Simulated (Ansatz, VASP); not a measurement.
# Bi: VASP beside Ansatz

The input INCAR:

```
SYSTEM = Bi
ALGO = Normal
EDIFF = 1E-6
ENCUT = 520
GGA = PE
ISIF = 2
ISMEAR = -1
LASPH = .TRUE.
LCHARG = .FALSE.
LREAL = .FALSE.
LWAVE = .FALSE.
NBANDS = 22
NELM = 60
PREC = Accurate
SIGMA = 0.05
```

Contents of KPOINTS:

```
k-points
0
G
  11 11 11
  0 0 0
```

POSCAR

```
Bi
1.0
    0.0000000000      2.9858039828      2.9858039828
    2.9858039828      0.0000000000      2.9858039828
    2.9858039828      2.9858039828      0.0000000000
Bi
2
Direct
   -0.1250000000     -0.1250000000     -0.1250000000
    0.1250000000      0.1250000000      0.1250000000
```

Input for Ansatz:

```yaml
crystal:
  lattice:
    - [0.0, 2.9858039828, 2.9858039828]
    - [2.9858039828, 0.0, 2.9858039828]
    - [2.9858039828, 2.9858039828, 0.0]
  atoms:
    - { symbol: Bi, position: [-0.125, -0.125, -0.125] }
    - { symbol: Bi, position: [0.125, 0.125, 0.125] }
kpoints:
  mp_grid: { grid: [11, 11, 11] }
scf:
  occupations: { method: fermi_dirac, width: 0.05 }
hamiltonian:
  xc: pbe
  pseudopotentials: { kind: all_electron, lapw: { basis_error: 0.001 } }
output:
  forces: true
  stress: true
  eigenvalues: true
  populations: true
```

Change from the starting cell: volume scaled by 0.55, LAPW.

Alike in both runs: task single point; functional PBE; k mesh 11 × 11 × 11; occupations fermi-dirac, width 0.05 eV; no spin polarisation.

```csv
,VASP,Ansatz
version,VASP 6.6.1,Ansatz 0.2.0
potentials or method,"VASP PAW PBE potentials, release 64 (Bi_d), cutoff 520 eV","all-electron LAPW, scalar-relativistic"
```

Ansatz gave:

```
pressure (GPa) : 63.3
```

Q: Which values does VASP return?

A: Pressure (GPa): 63.2.

Both programs put the cell under a high pressure, so it lies far from rest at this level. Ansatz ran all-electron here, and VASP with PAW potentials.

Neither program's run includes spin-orbit coupling. Noted on VASP's run: the cell as given lies far from equilibrium.
